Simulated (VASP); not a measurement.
## Si16Ge (a cell with a defect): relaxation of the atoms with PBE+D3(BJ)

The system is Si16Ge (a cell with a defect).

```
Si Ge
1.0
     0.00000    5.43000    5.43000
     5.43000    0.00000    5.43000
     5.43000    5.43000    0.00000
Si Ge
16 1
Direct
  0.00000 0.00000 0.00000
  0.12500 0.12500 0.12500
  0.00000 0.00000 0.50000
  0.12500 0.12500 0.62500
  0.00000 0.50000 0.00000
  0.12500 0.62500 0.12500
  0.00000 0.50000 0.50000
  0.12500 0.62500 0.62500
  0.50000 0.00000 0.00000
  0.62500 0.12500 0.12500
  0.50000 0.00000 0.50000
  0.62500 0.12500 0.62500
  0.50000 0.50000 0.00000
  0.62500 0.62500 0.12500
  0.50000 0.50000 0.50000
  0.62500 0.62500 0.62500
  0.75155 0.75930 0.74387
```

```yaml
Program: VASP 6.6.1
Task: relaxation of the atoms
Functional: PBE
Dispersion: D3(BJ)
Potentials_or_basis: VASP PAW PBE potentials, release 64 (Si, Ge_d)
Cutoff: 520 eV
k_mesh: 2 × 2 × 2
Occupations: gaussian, width 0.02 eV
Spin: no spin polarisation
Dipole_correction: no
Further_INCAR_settings: LREAL = Auto; ALGO = Normal; EDIFF = 1e-06; IBRION = 2; EDIFFG = -0.03; NSW = 80
```

* Energy gained by relaxing: 20.8 meV/atom
* Ionic steps: 8
* Pressure after relaxing: 3.7 GPa
* Largest force after relaxing: 0.025 eV/Å
* Band gap on the k mesh: zero (bands 39 and 40 overlap by 0.31 eV)
* Dispersion energy per atom: -0.333 eV

Forces in eV/Å, atoms in the order of the input:
```
Si   0.001 -0.001  0.002
Si   0.003  0.004  0.003
Si   0.003 -0.003 -0.005
Si  -0.004 -0.004  0.004
Si  -0.005 -0.003  0.004
Si  -0.001  0.002 -0.005
Si   0.003  0.004  0.003
Si   0.001 -0.003  0.006
Si  -0.001 -0.008  0.007
Si   0.002 -0.001 -0.005
Si   0.007  0.003  0.006
Si  -0.006  0.005 -0.004
Si  -0.001 -0.001  0.003
Si   0.015  0.009  0.003
Si  -0.002  0.002 -0.004
Si  -0.008 -0.014  0.006
Ge  -0.006  0.009 -0.022
```

Step by step:
```csv
step,energy change (eV),largest force (eV/Å),pressure (GPa)
1,0.0000,2.0364,4.78
2,-0.3413,0.3003,3.73
3,-0.3416,0.3841,3.70
4,-0.3509,0.1343,3.67
5,-0.3511,0.1026,3.67
6,-0.3529,0.0495,3.68
7,-0.3530,0.0352,3.68
8,-0.3532,0.0247,3.69
```

Final structure:
```xyz
17
Lattice="0.0000 5.4300 5.4300 5.4300 0.0000 5.4300 5.4300 5.4300 0.0000" Properties=species:S:1:pos:R:3 pbc="T T T"
Si    5.4297    5.4304   10.8589
Si    1.3483    1.3475    1.3500
Si    2.7161    2.7139    0.0514
Si    4.0827    4.0817    1.3497
Si    2.7143    0.0481    2.7161
Si    4.0801    1.3498    4.0805
Si    5.3816    2.7156    2.7159
Si    6.7432    4.1167    4.1155
Si    0.0497    2.7131    2.7171
Si    1.3494    4.0803    4.0816
Si    2.7168    5.3799    2.7169
Si    4.1230    6.7372    4.1215
Si    2.7149    2.7147    5.3834
Si    4.1105    4.1102    6.7507
Si    5.4338    5.4245    5.4432
Si    6.7485    6.7485    6.7496
Ge    8.1496    8.1381    8.1618
```

Levels at points of the mesh, in eV from the Fermi level:
| k point | band 37 | band 38 | band 39 | band 40 | band 41 | band 42 |
| --- | --- | --- | --- | --- | --- | --- |
| (0.00, 0.00, 0.00) | -0.82 | -0.81 | -0.28 | -0.27 | -0.26 | 0.00 |
| (0.50, 0.00, 0.00) | -1.49 | -1.49 | -0.34 | 0.50 | 0.51 | 0.85 |
| (0.00, 0.50, 0.00) | -1.49 | -1.49 | -0.34 | 0.50 | 0.51 | 0.85 |
| (0.00, 0.00, 0.50) | -1.49 | -1.49 | -0.34 | 0.49 | 0.51 | 0.85 |
| (0.50, 0.50, 0.50) | -1.49 | -1.49 | -0.34 | 0.49 | 0.51 | 0.85 |
| (0.50, 0.50, 0.00) | -1.93 | -1.33 | 0.04 | 0.78 | 1.02 | 1.03 |
| (0.00, 0.50, 0.50) | -1.92 | -1.33 | 0.04 | 0.78 | 1.02 | 1.02 |
| (0.50, 0.00, 0.50) | -1.92 | -1.33 | 0.04 | 0.78 | 1.02 | 1.03 |

Run time: 21 min on 1 thread of Oxide Virtual Turin-like Processor, on a shared host, peak memory 0.53 GiB.

Caveat: the k points lie up to 0.50 Å⁻¹ apart.
